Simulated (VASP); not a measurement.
The system is SiC.

```xyz
2
Lattice="2.7366 0.0000 0.0000 -1.3683 2.3700 0.0000 0.0000 0.0000 4.3187" Properties=species:S:1:pos:R:3 pbc="T T T"
Si    0.0000    1.5800    2.1594
C     1.3683    0.7900    0.0000
```

| Property | Result |
| --- | --- |
| Program | VASP 6.6.1 |
| Task | relaxation of cell and atoms |
| Functional | PBE |
| Potentials or basis | VASP PAW PBE potentials, release 64 (Si, C) |
| Cutoff | 600 eV |
| k mesh | 6 × 6 × 4 |
| Occupations | gaussian, width 0.1 eV |
| Spin | no spin polarisation |

At the start: pressure -21.2 GPa; volume 14.01 Å³/atom.

Task: Where does the relaxation end?

Result: Over 20 steps the energy falls by 1597.3 meV/atom and the volume is 9.13 Å³/atom (-34.8 %); space group P-6m2 (No. 187, to 0.05 Å).

The path:
| step | energy change (eV) | largest force (eV/Å) | pressure (GPa) | volume (Å³) |
| --- | --- | --- | --- | --- |
| 1 | 0.0000 | 0.0000 | -21.16 | 28.01 |
| 2 | -0.9040 | 0.0000 | -7.61 | 21.12 |
| 3 | -1.0152 | 0.0000 | 4.03 | 19.10 |
| 4 | -1.0176 | 0.0000 | 6.24 | 18.83 |
| 5 | -1.5323 | 0.0000 | 1.06 | 18.57 |
| 6 | -2.3343 | 0.0000 | -1.63 | 18.07 |
| 7 | -2.9440 | 0.0000 | 30.61 | 16.39 |
| 8 | -3.1167 | 0.0000 | 13.25 | 17.07 |
| 9 | -3.1189 | 0.0000 | 14.97 | 16.98 |
| 10 | -3.0837 | 0.0000 | 22.66 | 16.70 |
| 11 | -3.1192 | 0.0000 | 16.83 | 16.91 |
| 12 | -3.0254 | 0.0000 | -14.45 | 20.30 |
| 13 | -3.1869 | 0.0000 | 1.47 | 18.19 |
| 14 | -3.1887 | 0.0000 | 3.45 | 17.99 |
| 15 | -3.1648 | 0.0000 | -5.10 | 18.59 |
| 16 | -3.1941 | 0.0000 | 1.23 | 18.14 |
| 17 | -3.1941 | 0.0000 | 0.89 | 18.17 |
| 18 | -3.1941 | 0.0000 | 1.04 | 18.15 |
| 19 | -3.1942 | 0.0000 | -0.97 | 18.35 |
| 20 | -3.1945 | 0.0000 | 0.00 | 18.25 |

Final structure:
```
Si C
1.0
     2.90611    0.00000    0.00000
    -1.45305    2.51676    0.00000
     0.00000    0.00000    2.49572
Si C
1 1
Direct
  0.33333 0.66667 0.50000
  0.66667 0.33333 0.00000
```

Caveat: the k points lie up to 0.63 Å⁻¹ apart in the final cell; the volume moved by over 15 % at a fixed basis, so the end points are rough.
